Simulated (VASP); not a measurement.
Write the native input for VASP 6.6.1 that does the following.

| Item | Value |
| --- | --- |
| Task | single point |
| Functional | PBEsol |
| Potentials or basis | VASP PAW PBE potentials, release 64 (Sn_d, Te) |
| Cutoff | 520 eV |
| k mesh | 10 × 10 × 10 |
| Occupations | gaussian, width 0.03 eV |
| Spin | no spin polarisation |
| Dipole correction | no |
| Further INCAR settings | ALGO = Normal; EDIFF = 1e-06; NBANDS = 17 |

The structure of SnTe lies in POSCAR:

```
SnTe
1.0
    0.0000000000      3.2117387500      3.1565000000
    3.1565000000      0.0000000000      3.1565000000
    3.1565000000      3.2117387500      0.0000000000
Sn Te
1 1
Direct
    0.0000000000      0.0000000000      0.0000000000
    0.5000000000      0.5000000000      0.5000000000
```

This cell differs from its parent crystal: strain +0.0175 x Voigt [0, 1, 0, 0, 0, 0].

The input as run:

INCAR

```
PREC = Accurate ; ENCUT = 520
EDIFF = 1E-6 ; ISMEAR = 0
SIGMA = 0.03 ; LREAL = False
LASPH = True ; NELM = 60
ALGO = Normal ; ISIF = 2
LWAVE = False ; LCHARG = False
GGA = PS ; NBANDS = 17
```

KPOINTS

```
Automatic mesh
0
Gamma
  10 10 10
```

Potentials or basis: VASP PAW PBE potentials, release 64 (Sn_d, Te).

The run is started by

```console
$ cat potpaw_PBE.64/Sn_d/POTCAR potpaw_PBE.64/Te/POTCAR > POTCAR
$ mpirun -np 1 vasp_std > vasp.out
```

It gave:

```yaml
Pressure: -1.3 GPa
Band_gap_on_the_k_mesh: 0.09 eV
```

Caveat: the cell differs from its parent crystal (strain +0.0175 x Voigt [0, 1, 0, 0, 0, 0]); the PAW data sets were made with another functional, which shifts forces and pressure a little; spin-orbit coupling is left out, which moves the levels of the heavy elements.

Run time: 2.5 min on 1 thread of Intel Xeon 8259CL, with other jobs on the host, peak memory 0.28 GiB.
